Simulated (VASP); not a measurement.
A run of VASP 6.6.1:

The input INCAR:

```
  AGGAC = 1.0
  AGGAX = 1.0
  ALDAC = 0.0
  ALDAX = 1.0
  ALGO = Normal
  EDIFF = 1E-7
  EDIFFG = -0.01
  ENCUT = 600
  GGA = B5
  IBRION = 2
  ISIF = 3
  ISMEAR = -1
  LASPH = T
  LCHARG = F
  LREAL = F
  LWAVE = F
  NELM = 80
  NSW = 80
  PREC = Accurate
  SIGMA = 0.1
```

File KPOINTS:

```
k-points
0
Gamma
  9 9 12
```

POSCAR

```
Rh
1.0
    4.2673781655      0.0000000000      0.0000000000
   -2.1336890828      3.6956578989      0.0000000000
    0.0000000000      0.0000000000      2.6159028155
Rh
3
Direct
    0.0000000000      0.0000000000      0.0000000000
    0.3333333333      0.6666666667      0.5000000000
    0.6666666667      0.3333333333      0.5000000000
```

Potentials or basis: VASP PAW PBE potentials, release 64 (Rh_pv).

Run with:

```bash
$ cat potpaw_PBE.64/Rh_pv/POTCAR > POTCAR
$ mpirun -np 1 vasp_std > vasp.out
```

Hardware: 1 thread of Intel Xeon 8259CL, on a shared host.

Task: Estimate the wall time of this run.

Result: Wall time 17 min on 1 thread of Intel Xeon 8259CL (shared host), peak memory 0.25 GiB. Counts: scf iterations 88, k points 84, ion steps 9.
